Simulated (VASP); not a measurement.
## Be3TeO2: single point with PBE

Crystal: Be3TeO2.

```
Be Te O
1.0
     4.76868    0.00000    0.00000
    -2.38434    4.12980    0.00000
     0.00000    0.00000    4.02194
Be Te O
3 1 2
Direct
  0.50000 0.00000 0.50000
  0.00000 0.50000 0.50000
  0.50000 0.50000 0.50000
  0.00000 0.00000 0.50000
  0.33333 0.66667 0.50000
  0.66667 0.33333 0.50000
```

The cell was built from a structure type or drawn by symmetry, and may not be a known phase.

* Program: VASP 6.6.1
* Task: single point
* Functional: PBE
* Potentials or basis: VASP PAW PBE potentials, release 64 (Be, Te, O)
* Cutoff: 520 eV
* k mesh: 6 × 6 × 4
* Occupations: gaussian, width 0.1 eV
* Spin: no spin polarisation

| Property | Result |
| --- | --- |
| Pressure | 53.4 GPa |
| Band gap on the k mesh | 1.62 eV |

Stress tensor (GPa, compression positive):
```
78.16  0.00  0.00
 0.00 78.16  0.00
 0.00  0.00  3.75
```

Levels at points of the mesh, in eV from the valence-band top:
```
           k point  band 8  band 9  band 10  band 11  band 12  band 13  band 14  band 15  band 16  band 17
(0.00, 0.00, 0.00)   -7.60   -5.54    -2.72    -2.72     0.00     1.62     5.10     5.10     6.32     6.32
(0.50, 0.00, 0.00)   -6.89   -6.30    -2.89    -1.42    -0.65     2.60     4.26     4.36     4.89     5.83
(0.00, 0.00, 0.50)   -8.23   -5.75    -2.50    -2.50    -2.28     3.31     3.31     5.36     5.36     5.64
(0.50, 0.00, 0.50)   -6.81   -6.72    -3.01    -2.36    -1.19     2.10     2.74     4.48     5.02     5.13
```

It took 34 s on 1 thread of Intel(R) Xeon(R) Platinum 8488C (Sapphire Rapids), on a shared host, peak memory 0.2 GiB.

Caveat: the cell stands under pressure; spin-orbit coupling is left out, which moves the levels of the heavy elements; this functional lacks dispersion, which binds the layers, so the pressure and a relaxed spacing across them are unreliable. A k mesh can miss the band edges.
